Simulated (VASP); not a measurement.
# GaP (I4/mmm) in VASP: notebook

GaP is run at these levels: PBE; tasks: single point, relaxation of cell and atoms.

Everything below comes from runs of VASP 6.6.1. Logs are shortened: lines on timing, memory, paths and dates and some standing lists are left out, and cuts for length are marked.

**1. The cell of the first run**

Symmetry: I4/mmm, No. 139, tetragonal system. The conventional cell has a = 4.355 Å, b = 4.355 Å, c = 3.938 Å, α = 90.00°, β = 90.00°, γ = 90.00°. Within 2.6 Å of Ga (site symmetry 4/mmm) lie 2 P at 1.97 Å. P (site symmetry 4/mmm) has 2 Ga at 1.97 Å within 2.6 Å.

The cell was built from a structure type or drawn by symmetry, and may not be a known phase.

**2. Single point, PBE**

INCAR

```
SYSTEM = GaP
ALGO = Normal
EDIFF = 1E-7
ENCUT = 520
GGA = PE
ISIF = 2
ISMEAR = 0
LASPH = .TRUE.
LCHARG = .FALSE.
LREAL = .FALSE.
LWAVE = .FALSE.
NBANDS = 16
NELM = 80
PREC = Accurate
SIGMA = 0.1
```

KPOINTS

```
k-points
0
G
  6 6 6
  0 0 0
```

POSCAR

```
GaP
1.0
   -2.1776593800      2.1776593800      1.9691584800
    2.1776593800     -2.1776593800      1.9691584800
    2.1776593800      2.1776593800     -1.9691584800
Ga P
1 1
Direct
    0.0000000000      0.0000000000      0.0000000000
    0.5000000000      0.5000000000      0.0000000000
```

Potentials or basis: VASP PAW PBE potentials, release 64 (Ga_d, P).

Command:

```bash
cat potpaw_PBE.64/Ga_d/POTCAR potpaw_PBE.64/P/POTCAR > POTCAR
mpirun -np 1 vasp_std > vasp.out
```

OUTCAR:

```text
SYSTEM = GaP
   EDIFF = 1E-7
   ENCUT = 520
   GGA = PE
   ISIF = 2
   ISMEAR = 0
   LASPH = .TRUE.
   LREAL = .FALSE.
   NELM = 80
   PREC = Accurate

 ion  position               nearest neighbor table
   1  0.000  0.000  0.000-   2 1.97   2 1.97
   2  0.500  0.500  0.000-   1 1.97   1 1.97

  LATTYP: Found a body centered tetragonal cell.
 ALAT       =     4.3553187600
 C/A-ratio  =     0.9042545855

  Lattice vectors:

 A1 = (  -2.1776593800,   2.1776593800,   1.9691584800)
 A2 = (   2.1776593800,  -2.1776593800,   1.9691584800)
 A3 = (   2.1776593800,   2.1776593800,  -1.9691584800)

Analysis of symmetry for initial positions (statically):
=====================================================================
 Subroutine PRICEL returns:
 Original cell was already a primitive cell.

 Routine SETGRP: Setting up the symmetry group for a
 body centered tetragonal supercell.

 Subroutine GETGRP returns: Found 16 space group operations
 (whereof 16 operations were pure point group operations)
 out of a pool of 16 trial point group operations.

The static configuration has the point symmetry D_4h.

Analysis of symmetry for dynamics (positions and initial velocities):
=====================================================================
 Subroutine PRICEL returns:
 Original cell was already a primitive cell.

 Routine SETGRP: Setting up the symmetry group for a
 body centered tetragonal supercell.

 Subroutine GETGRP returns: Found 16 space group operations
 (whereof 16 operations were pure point group operations)
 out of a pool of 16 trial point group operations.

The dynamic configuration has the point symmetry D_4h.

 Subroutine INISYM returns: Found 16 space group operations
 (whereof 16 operations are pure point group operations),
 and found     1 'primitive' translations

----------------------------------------------------------------------------------------

                                     Primitive cell

  volume of cell :      37.3526

  direct lattice vectors                    reciprocal lattice vectors
    -2.177659380  2.177659380  1.969158480     0.000000000  0.229604319  0.253915571
     2.177659380 -2.177659380  1.969158480     0.229604319  0.000000000  0.253915571
     2.177659380  2.177659380 -1.969158480     0.229604319  0.229604319  0.000000000

  length of vectors
[... 74 lines left out ...]
   ISTART =      0    job   : 0-new  1-cont  2-samecut
   ICHARG =      2    charge: 1-file 2-atom 10-const
   ISPIN  =      1    spin polarized calculation?
   LNONCOLLINEAR =      F non collinear calculations
   LSORBIT =      F    spin-orbit coupling
   LASPH  =      T    aspherical Exc in radial PAW
   ENCUT  =  520.0 eV  38.22 Ry    6.18 a.u.   6.80  6.80  6.80*2*pi/ulx,y,z
   NELM   =     80;   NELMIN=  2; NELMDL= -5     # of ELM steps
   EDIFF  = 0.1E-06   stopping-criterion for ELM
   LREAL  =      F    real-space projection
   EDIFFG = 0.1E-05   stopping-criterion for IOM
   NSW    =      0    number of steps for IOM
   IBRION =     -1    ionic relax: 0-MD 1-quasi-New 2-CG
   NFREE  =      0    steps in history (QN), initial steepest desc. (CG)
   ISIF   =      2    stress and relaxation
   ISYM   =      2    0-nonsym 1-usesym 2-fastsym
   POTIM  = 0.5000    time-step for ionic-motion
   TEBEG  =    0.0;   TEEND  =   0.0 temperature during run
   PSTRESS=    0.0 pullay stress
   NELECT =      18.0000    total number of electrons
   NUPDOWN=      -1.0000    fix difference up-down
   EMIN   =  10.00;   EMAX   =-10.00  energy-range for DOS
   EFERMI =   0.00;   METHOD = LEGACY
   ISMEAR =     0;   SIGMA  =   0.10  broadening in eV -4-tet -1-fermi 0-gaus
   EFERMI_NEDOS =   21; number of points for ismear=-14 and -15
   IALGO  =     38    algorithm
   IMIX   =      4    mixing-type and parameters
     AMIX     =   0.40;   BMIX     =  1.00
     AMIX_MAG =   1.60;   BMIX_MAG =  1.00
  volume/ion in A,a.u.               =      18.68       126.03
  Fermi-wavevector in a.u.,A,eV,Ry     =   1.283489  2.425442 22.413475  1.647344
  Thomas-Fermi vector in A             =   2.415739
   LORBIT       =      0    0 simple, 1 ext, 2 COOP (PROOUT), +10 PAW based schemes
   GGA     = PE    functional components
   LHFCALC =     F    Hartree Fock is set to
   AEXX    =    0.0000 exact exchange contribution
   IVDW    =     0    specifies the selected vdW correction
   LEPSILON=     F    determine dielectric tensor
   LRPA    =     F    only Hartree local field effects (RPA)
 non-spin polarized calculation
 Gauss-broadening in eV      SIGMA  =   0.10
  energy-cutoff  :      520.00
  volume of cell :       37.35
 maximum number of plane-waves:      1020
   NGX = 13   NGY = 13   NGZ = 13

 number of electron      17.9999986 magnetization

 Free energy of the ion-electron system (eV)
  ---------------------------------------------------
  ext. energy  EPLUGINS =         0.00000000
  ---------------------------------------------------
  free energy    TOTEN  =        -5.75626729 eV

  energy without entropy =       -5.75197640  energy(sigma->0) =       -5.75412184

 E-fermi :   5.6834     XC(G=0): -10.3093

 val. band max:        5.5649797260   @ k =  -0.3333   0.1667  -0.0000
 cond. band min:       5.6922098217   @ k =  -0.3333   0.5000   0.3333
 fundamental gap:      0.1272300957
 Fermi energy:         5.6834320994

 k-point     1 :       0.0000    0.0000    0.0000
  band No.  band energies     occupation
      1     -11.0358      2.00000
      2     -10.2177      2.00000
      3     -10.2177      2.00000
      4     -10.0946      2.00000
      5     -10.0448      2.00000
      6      -7.3436      2.00000
[... 433 lines left out ...]
      3     -10.2173      2.00000
      4     -10.0620      2.00000
      5     -10.0596      2.00000
      6      -5.8016      2.00000
[... 8 lines left out ...]
     15      15.8674      0.00000
     16      17.8637      0.00000

 [... further k-points ...]
[... 5 lines left out ...]
  --------------------------------------------------------------------------------------
  -------------------------------------------------------------------------------------
  Total       -0.3415242     -0.3415242     21.1747492      0.0000000      0.0000000      0.0000000
  in kB      -14.6491194    -14.6491194    908.2560436      0.0000000      0.0000000      0.0000000
  external PRESSURE =     292.9859349 kB  Pullay stress =       0.0000000 kB

 VOLUME and BASIS-vectors are now :
 -----------------------------------------------------------------------------
  energy-cutoff  :      520.00
  volume of cell :       37.35
      direct lattice vectors                 reciprocal lattice vectors
    -2.177659380  2.177659380  1.969158480     0.000000000  0.229604319  0.253915571
     2.177659380 -2.177659380  1.969158480     0.229604319  0.000000000  0.253915571
     2.177659380  2.177659380 -1.969158480     0.229604319  0.229604319  0.000000000

 POSITION                                       TOTAL-FORCE (eV/Angst)
 -----------------------------------------------------------------------------------
      0.00000      0.00000      0.00000        -0.000000     -0.000000     -0.000000
      0.00000      0.00000      1.96916         0.000000      0.000000      0.000000
 -----------------------------------------------------------------------------------
    total drift:                                0.000000     -0.000000     -0.000000

  FREE ENERGIE OF THE ION-ELECTRON SYSTEM (eV)
  ---------------------------------------------------
  free  energy   TOTEN  =        -5.7562672865 eV

  energy  without entropy=       -5.7519764025  energy(sigma->0) =       -5.75412184
```

OSZICAR:

```text
N       E                     dE             d eps       ncg     rms          rms(c)
DAV:   1     0.856364225438E+02    0.85636E+02   -0.91079E+03  1008   0.167E+03
DAV:   2    -0.140822727608E+00   -0.85777E+02   -0.80974E+02  1128   0.319E+02
DAV:   3    -0.627756252811E+01   -0.61367E+01   -0.61085E+01  1184   0.666E+01
DAV:   4    -0.637392121494E+01   -0.96359E-01   -0.96340E-01  1192   0.859E+00
DAV:   5    -0.637574757910E+01   -0.18264E-02   -0.18263E-02  1288   0.108E+00    0.556E+00
DAV:   6    -0.582638451831E+01    0.54936E+00   -0.79417E-01  1336   0.170E+01    0.362E+00
DAV:   7    -0.576043139324E+01    0.65953E-01   -0.26983E-01  1296   0.386E+00    0.172E+00
DAV:   8    -0.575656825889E+01    0.38631E-02   -0.30936E-02  1216   0.246E+00    0.517E-01
DAV:   9    -0.575634467701E+01    0.22358E-03   -0.39326E-03  1344   0.125E+00    0.116E-01
DAV:  10    -0.575625153855E+01    0.93138E-04   -0.46131E-04  1208   0.211E-01    0.624E-02
DAV:  11    -0.575627697809E+01   -0.25440E-04   -0.10592E-04  1224   0.112E-01    0.395E-02
DAV:  12    -0.575626744565E+01    0.95324E-05   -0.27838E-05  1296   0.609E-02    0.157E-02
DAV:  13    -0.575626725270E+01    0.19295E-06   -0.31301E-06  1200   0.123E-02    0.110E-02
DAV:  14    -0.575626728648E+01   -0.33785E-07   -0.20678E-07  1144   0.771E-03
   1 F= -.57562673E+01 E0= -.57541218E+01  d E =-.429088E-02
```

Run time: 9 s. Hardware: 1 thread of Intel Xeon 6975P-C (Granite Rapids), shared host; peak memory 0.16 GiB.

Results:

```
Free energy            : -5.7563 eV
Pressure               : 29.3 GPa
Band gap on the k mesh : zero (bands 9 and 10 overlap by 2.52 eV)
```

Caveat: the cell stands under pressure.

**3. Relaxation of cell and atoms, PBE**

INCAR

```
PREC = Accurate
ENCUT = 600
EDIFF = 1E-7
ISMEAR = 0
SIGMA = 0.1
LREAL = False
LASPH = True
NELM = 80
ALGO = Normal
ISIF = 3
LWAVE = False
LCHARG = False
GGA = PE
IBRION = 2
NSW = 90
EDIFFG = -0.04
```

KPOINTS

```
regular mesh
0
Gamma
  6 6 6
```

POSCAR is that of step 2.

Potentials or basis: VASP PAW PBE potentials, release 64 (Ga_d, P).

Command:

```bash
cat potpaw_PBE.64/Ga_d/POTCAR potpaw_PBE.64/P/POTCAR > POTCAR
mpirun -np 1 vasp_std > vasp.out
```

Wall time 97 s (1 thread of Intel Xeon 6975P-C (Granite Rapids), shared host); peak memory 0.19 GiB.

Results (log left out):

```
Free energy                           : -8.3353 eV
Relaxed volume                        : 17.19 Å³/atom
Relaxed cell                          : a = 3.649 Å, b = 3.649 Å, c = 3.649 Å, α = 119.96°, β = 119.96°, γ = 90.08°
Space group after relaxing (to 0.1 Å) : Fm-3m (No. 225)
Energy gained by relaxing             : 1289.4 meV/atom
Ionic steps                           : 15
Pressure after relaxing               : -0.2 GPa
Band gap on the k mesh                : zero (bands 9 and 10 overlap by 3.20 eV)
```

The path:
```csv
step,energy change (eV),largest force (eV/Å),pressure (GPa),volume (Å³)
1,0.0000,0.0000,29.28,37.35
2,-1.1868,0.0000,-13.03,55.49
3,-1.8283,0.0000,-8.10,46.07
4,-1.8309,0.0000,-7.75,45.83
5,-1.8326,0.0000,-7.01,45.37
6,-2.2252,0.0000,-6.48,40.42
7,-1.6602,0.0000,41.65,26.83
8,-2.4709,0.0000,-3.65,36.76
9,-2.5296,0.0000,7.28,32.02
10,-2.5608,0.0000,1.33,33.96
11,-2.5625,0.0000,2.31,33.58
12,-2.5782,0.0000,0.03,34.29
13,-2.5786,0.0000,0.42,34.17
14,-2.5786,0.0000,0.37,34.18
15,-2.5788,0.0000,-0.16,34.38
```

Final structure:
```cif
data_structure
_symmetry_space_group_name_H-M 'P 1'
_symmetry_Int_Tables_number 1
_cell_length_a 3.6492
_cell_length_b 3.6492
_cell_length_c 3.6492
_cell_angle_alpha 119.955
_cell_angle_beta 119.955
_cell_angle_gamma 90.077
_cell_volume 34.38
loop_
_atom_site_label
_atom_site_type_symbol
_atom_site_fract_x
_atom_site_fract_y
_atom_site_fract_z
_atom_site_occupancy
Ga1 Ga 0.00000 0.00000 0.00000 1
P1 P 0.50000 0.50000 0.00000 1
```

Levels at points of the mesh, in eV from the Fermi level:
| k point | band 6 | band 7 | band 8 | band 9 | band 10 | band 11 | band 12 | band 13 |
| --- | --- | --- | --- | --- | --- | --- | --- | --- |
| (0.00, 0.00, 0.00) | -13.21 | -0.05 | -0.03 | -0.03 | 1.38 | 7.04 | 7.04 | 7.06 |
| (0.50, 0.00, 0.00) | -10.45 | -7.83 | 0.13 | 0.14 | 2.99 | 3.00 | 3.10 | 5.12 |
| (0.50, 0.50, 0.00) | -9.39 | -5.85 | -3.18 | -2.69 | -2.68 | 3.38 | 10.81 | 10.86 |
| (0.50, 0.50, 0.50) | -9.38 | -5.85 | -3.20 | -2.69 | -2.69 | 3.37 | 10.83 | 10.83 |
